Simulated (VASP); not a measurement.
Input of a VASP 6.6.1 run:

Contents of INCAR:

```
PREC = Accurate
ENCUT = 520
EDIFF = 1E-7
ISMEAR = 0
SIGMA = 0.05
LREAL = False
LASPH = True
NELM = 60
ALGO = Normal
ISIF = 2
LWAVE = False
LCHARG = True
GGA = PE
LELF = True
LVHAR = True
NBANDS = 19
```

KPOINTS

```
Automatic mesh
0
Gamma
  8 8 4
```

POSCAR

```
Ti
1.0
    2.9500000000      0.0000000000      0.0000000000
   -1.4750000000      2.5547749412      0.0000000000
    0.0000000000      0.0000000000      4.6800000000
Ti
2
Direct
    0.6861620000      0.3268800000      0.7484870000
    0.3379730000      0.6729080000      0.2487300000
```

Potentials or basis: VASP PAW PBE potentials, release 64 (Ti_sv).

The run is started by

```console
$ cat potpaw_PBE.64/Ti_sv/POTCAR > POTCAR
$ mpirun -np 1 vasp_std > vasp.out
```

Problem. What does it give for the pressure?

Solution. -2.0 GPa.

Problem. What does it give for the largest force?

Solution. 0.108 eV/Å.

Problem. Estimate the band gap on the k mesh.

Solution. Zero (band 12 reaches 8.92 eV, above the bottom of band 13 at 7.90 eV).

Stress tensor (GPa, compression positive):
```
-2.06  0.71  0.00
 0.71 -1.32  0.00
 0.00  0.00 -2.67
```
